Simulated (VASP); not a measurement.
A run of VASP 6.6.1 is set up as follows.

The input INCAR:

```
SYSTEM = Tl
PREC = Accurate
ENCUT = 520
EDIFF = 1E-6
ISMEAR = 0
SIGMA = 0.15
LREAL = .False.
LASPH = .True.
NELM = 100
ALGO = Fast
ISIF = 2
LWAVE = .False.
LCHARG = .False.
GGA = PE
IVDW = 12
NBANDS = 12
```

Contents of KPOINTS:

```
regular mesh
0
Gamma
  18 18 18
  0 0 0
```

File POSCAR:

```
Tl
1.0
    0.0000000000      2.3209159598      2.7850991517
    2.3209159598      0.0000000000      2.7850991517
    2.3209159598      2.3209159598      0.0000000000
Tl
1
Direct
    0.0000000000      0.0000000000      0.0000000000
```

Potentials or basis: VASP PAW PBE potentials, release 64 (Tl_d).

Launch:

```sh
$ cat potpaw_PBE.64/Tl_d/POTCAR > POTCAR
$ mpirun -np 1 vasp_std > vasp.out
```

(1) Estimate the dispersion energy per atom.

(2) Estimate the pressure.

(3) Estimate the band gap on the k mesh.

Results:

(1) -0.326 eV.

(2) -0.5 GPa.

(3) zero (an odd number of electrons rules out a gap without spin polarisation).

Caveat: spin-orbit coupling is left out, which moves the levels of the heavy elements.
